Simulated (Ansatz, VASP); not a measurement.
# LiCl in VASP and in Ansatz

POSCAR

```
LiCl
1.0
    0.0000000000      2.7330425368      2.7330425368
    2.7330425368      0.0000000000      2.7330425368
    2.7330425368      2.7330425368      0.0000000000
Li Cl
1 1
Direct
    0.0000000000      0.0000000000      0.0000000000
    0.2500000000      0.2500000000      0.2500000000
```

Contents of INCAR.step1:

```
SYSTEM = LiCl
PREC = Accurate ; ENCUT = 520
ISMEAR = 0 ; SIGMA = 0.01
LREAL = .FALSE. ; LASPH = .TRUE.
NELM = 100 ; NBANDS = 12
GGA = PE ; ALGO = Normal
EDIFF = 1E-4 ; LWAVE = .TRUE.
LCHARG = .FALSE.
```

Contents of INCAR.step2:

```
SYSTEM = LiCl
PREC = Accurate ; ENCUT = 520
EDIFF = 1E-7 ; ISMEAR = 0
SIGMA = 0.01 ; LREAL = .FALSE.
LASPH = .TRUE. ; NELM = 100
ALGO = Normal ; ISIF = 2
LWAVE = .FALSE. ; LCHARG = .TRUE.
METAGGA = R2SCAN ; LMIXTAU = .TRUE.
LELF = .TRUE. ; LVHAR = .TRUE.
NBANDS = 12 ; ISTART = 1
```

KPOINTS

```
regular mesh
0
G
  8 8 8
  0 0 0
```

Input for Ansatz:

```yaml
crystal:
  lattice:
    - [0.0, 2.7330425368, 2.7330425368]
    - [2.7330425368, 0.0, 2.7330425368]
    - [2.7330425368, 2.7330425368, 0.0]
  atoms:
    - { symbol: Li, position: [0.0, 0.0, 0.0] }
    - { symbol: Cl, position: [0.25, 0.25, 0.25] }
kpoints:
  mp_grid: { grid: [8, 8, 8] }
  band_path:
    path:
      - [0.0, 0.0, 0.0]
      - [-0.5, -0.5, 0.0]
      - [-0.375, -0.375, 0.25]
      - [-0.375, 0.0, 0.375]
      - [0.0, 0.0, 0.5]
      - [-0.5, -0.25, 0.25]
    npoints: 1
hamiltonian:
  xc: r2scan
scf:
  occupations: { method: fixed }
  n_extra_bands: 4
output:
  forces: true
  stress: true
  eigenvalues: true
```

Alike in both runs: task single point; functional r2SCAN; k mesh 8 × 8 × 8; no spin polarisation.

|  | VASP | Ansatz |
| --- | --- | --- |
| version | VASP 6.6.1 | Ansatz 0.2.0 |
| potentials or method | VASP PAW PBE potentials, release 64 (Li_sv, Cl) | plane waves, PAW |
| plane-wave cutoff (eV) | 520 | 500 |
| occupations | gaussian, width 0.01 eV | fixed |
| valence electrons in the cell | 10 | 10 |

Ansatz gave:

```
gap on the k mesh at the Fermi level (eV) : 6.71
```

Which values does VASP return?

gap on the k mesh at the Fermi level (eV): 6.77.

VASP's potentials were made for PBE, not for r2SCAN.

Noted on VASP's run: the cutoff is short for stress, so the pressure is rough.
